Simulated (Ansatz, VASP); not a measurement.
**One calculation of BC5, two programs**

INCAR

```
SYSTEM = BC5
  PREC = Accurate
  ENCUT = 520
  EDIFF = 1E-6
  ISMEAR = 0
  SIGMA = 0.1
  LREAL = .FALSE.
  LASPH = .TRUE.
  NELM = 150
  ALGO = Normal
  ISIF = 2
  LWAVE = .FALSE.
  LCHARG = .TRUE.
  ISPIN = 2
  MAGMOM = 0 1 1 1 1 1
  LORBIT = 11
  GGA = PE
  LELF = .TRUE.
  LVHAR = .TRUE.
  NBANDS = 24
```

KPOINTS

```
regular mesh
0
G
  6 6 2
  0 0 0
```

POSCAR

```
BC5
1.0
    1.8656395755     -3.3981789012      0.0000000000
    1.8656395755      3.3981789012      0.0000000000
    0.0000000000      0.0000000000      7.7126047260
B C
1 5
Direct
    0.0000000000      0.0000000000      0.5000000000
    0.5000000000      0.5000000000      0.0000000000
    0.1666642000      0.1666642000      0.0000000000
    0.8333358000      0.8333358000      0.0000000000
    0.7863324425      0.2136675575      0.5000000000
    0.2136675575      0.7863324425      0.5000000000
```

Input for Ansatz:

```yaml
crystal:
  lattice:
    - [1.8656395755, -3.3981789012, 0.0]
    - [1.8656395755, 3.3981789012, 0.0]
    - [0.0, 0.0, 7.712604726]
  atoms:
    - { symbol: B, position: [0.0, 0.0, 0.5] }
    - { symbol: C, position: [0.5, 0.5, 0.0], spin: 1.0 }
    - { symbol: C, position: [0.1666642, 0.1666642, 0.0], spin: 1.0 }
    - { symbol: C, position: [0.8333358, 0.8333358, 0.0], spin: 1.0 }
    - { symbol: C, position: [0.7863324425, 0.2136675575, 0.5], spin: 1.0 }
    - { symbol: C, position: [0.2136675575, 0.7863324425, 0.5], spin: 1.0 }
basis:
  ecutwfc: 420
kpoints:
  mp_grid: { grid: [6, 6, 2] }
hamiltonian:
  xc: pbe
scf:
  occupations: { method: gaussian, width: 0.1 }
  lower_state_search: "off"
output:
  forces: true
  stress: true
  eigenvalues: true
  populations: true
magnetization:
  spin_polarized: true
```

Alike in both runs: task single point; functional PBE; k mesh 6 × 6 × 2; occupations gaussian, width 0.1 eV; collinear spin.

|  | VASP | Ansatz |
| --- | --- | --- |
| version | VASP 6.6.1 | Ansatz 0.2.0 |
| potentials or method | VASP PAW PBE potentials, release 64 (B, C), cutoff 520 eV | scalar-relativistic, plane waves, PAW |
| valence electrons in the cell | 23 | 23 |

VASP gave:

| Property | Result |
| --- | --- |
| gap on the k mesh at the Fermi level (eV) | none |
| pressure (GPa) | 0.0 |
| traceless stress, the component that is largest in VASP (GPa) | -0.22 |
| net moment per atom (μB) | 0.00 |

Q: Which values does Ansatz return?

A: gap on the k mesh at the Fermi level (eV): none; pressure (GPa): 0.1; traceless stress, the component that is largest in VASP (GPa): -0.08; net moment per atom (μB): 0.00.

A gap of «none» marks a metal or a gap that the smearing closes. The functional is the same, so the differences come from potentials, cutoffs and numerics. Ansatz's warnings: seeded moment not kept.

The k mesh is coarse, so the values compare programs but aren't converged.
